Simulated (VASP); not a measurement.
Mg2S3:

```
CELL_PARAMETERS angstrom
4.17720 0.00000 0.00000
-2.08860 3.61756 0.00000
0.00000 0.00000 6.49904
ATOMIC_POSITIONS crystal
Mg 0.33333 0.66667 0.24500
Mg 0.66667 0.33333 0.75500
S 0.00000 0.00000 0.00000
S 0.33333 0.66667 0.64500
S 0.66667 0.33333 0.35500
```

- Program: VASP 6.6.1
- Task: relaxation of cell and atoms
- Functional: PBE
- Potentials or basis: VASP PAW PBE potentials, release 64 (Mg, S)
- Cutoff: 600 eV
- k mesh: 6 × 6 × 4
- Occupations: gaussian, width 0.1 eV
- Spin: no spin polarisation

At the start: pressure 0.8 GPa; volume 19.64 Å³/atom.

Task: Where does the relaxation end?

Result: Over 17 steps the energy falls by 72.1 meV/atom and the volume is 19.07 Å³/atom (-2.9 %); space group P-3m1 (No. 164, to 0.05 Å).

Step by step:
| step | energy change (eV) | largest force (eV/Å) | pressure (GPa) | volume (Å³) |
| --- | --- | --- | --- | --- |
| 1 | 0.0000 | 0.6642 | 0.84 | 98.21 |
| 2 | -0.0771 | 0.4188 | -0.29 | 99.67 |
| 3 | -0.1334 | 0.1834 | -1.45 | 101.81 |
| 4 | -0.1327 | 0.2177 | -2.66 | 106.05 |
| 5 | -0.1819 | 0.4376 | -0.90 | 103.54 |
| 6 | -0.1886 | 0.5485 | 0.03 | 102.37 |
| 7 | -0.2192 | 0.5039 | 0.04 | 102.04 |
| 8 | -0.2934 | 0.3563 | 0.02 | 101.00 |
| 9 | -0.3466 | 0.1312 | -0.19 | 98.70 |
| 10 | -0.3479 | 0.1200 | -0.22 | 98.42 |
| 11 | -0.3504 | 0.1022 | -0.27 | 97.85 |
| 12 | -0.3575 | 0.0590 | -0.39 | 96.66 |
| 13 | -0.3205 | 0.2521 | -0.40 | 94.13 |
| 14 | -0.3587 | 0.0330 | -0.46 | 96.44 |
| 15 | -0.3592 | 0.0481 | -0.48 | 96.18 |
| 16 | -0.3538 | 0.1023 | 1.27 | 93.46 |
| 17 | -0.3606 | 0.0372 | 0.04 | 95.33 |

Final structure:
```
Mg S
1.0
     3.71352    0.00000    0.00000
    -1.85676    3.21600    0.00000
     0.00000    0.00000    7.98220
Mg S
2 3
Direct
  0.33333 0.66667 0.19382
  0.66667 0.33333 0.80618
  0.00000 0.00000 0.00000
  0.33333 0.66667 0.63695
  0.66667 0.33333 0.36305
```
